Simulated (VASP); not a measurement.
# Sn: single point with LDA

Sn:

```
CELL_PARAMETERS angstrom
-1.88194 1.88194 1.88194
1.88194 -1.88194 1.88194
1.88194 1.88194 -1.88194
ATOMIC_POSITIONS crystal
Sn 0.00000 0.00000 0.00000
```

- Program: VASP 6.6.1
- Task: single point
- Functional: LDA
- Potentials or basis: VASP PAW LDA potentials, release 64 (Sn_d)
- Cutoff: 520 eV
- k mesh: 10 × 10 × 10
- Occupations: fermi-dirac, width 0.05 eV
- Spin: no spin polarisation
- Dipole correction: no
- Further INCAR settings: ALGO = Fast; EDIFF = 1e-07; NBANDS = 13

The pressure is -2.6 GPa and the band gap on the k mesh is zero (band 7 reaches 16.06 eV, above the bottom of band 8 at 5.74 eV).

Levels at points of the mesh, in eV from the Fermi level:
```tsv
k point	band 4	band 5	band 6	band 7	band 8	band 9	band 10	band 11
(0.00, 0.00, 0.00)	-21.28	-21.28	-11.21	8.04	8.04	8.04	12.29	12.29
(0.50, 0.00, 0.00)	-21.29	-21.20	-6.46	-4.45	3.64	5.51	8.17	8.46
(0.50, 0.50, 0.50)	-21.22	-21.22	-2.46	-0.48	-0.48	-0.48	3.99	3.99
```

Run time: 4.7 s on 1 thread of Intel(R) Xeon(R) 6975P-C (Granite Rapids) (shared host), peak memory 0.13 GiB.

Caveat: spin-orbit coupling is left out, which moves the levels of the heavy elements.
